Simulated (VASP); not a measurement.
Input of a VASP 6.6.1 run:

Contents of INCAR:

```
SYSTEM = Mo6H
ALGO = Normal
DIPOL = 0.5 0.5 0.332
EDIFF = 1E-7
ENCUT = 520
GGA = PE
IDIPOL = 3
ISIF = 2
ISMEAR = 0
LASPH = .True.
LCHARG = .False.
LDIPOL = .True.
LREAL = .False.
LWAVE = .False.
NBANDS = 52
NELM = 60
PREC = Accurate
SIGMA = 0.1
```

File KPOINTS:

```
k-points
0
Gamma
  6 6 1
  0 0 0
```

File POSCAR:

```
Mo6H
1.0
    4.4695765307      0.0000000000      0.0000000000
   -2.2347882654      3.8707668198      0.0000000000
    0.0000000000      0.0000000000     19.7595667350
Mo H
6 1
Direct
    0.6666666667      0.3333333333      0.2024335884
    0.3333333333      0.6666666667      0.2486060831
    0.0000000000      0.0000000000      0.2947785777
    0.6666666667      0.3333333333      0.3368821116
    0.3333333333      0.6666666667      0.3779725564
    0.0000000000      0.0000000000      0.4180034333
    0.0000000000      0.4444444444      0.4449759994
```

Potentials or basis: VASP PAW PBE potentials, release 64 (Mo_sv, H).

The run is started by

```sh
$ cat potpaw_PBE.64/Mo_sv/POTCAR potpaw_PBE.64/H/POTCAR > POTCAR
$ mpirun -np 1 vasp_std > vasp.out
```

(1) Estimate the largest force.

## Answers

(1) 1.791 eV/Å.
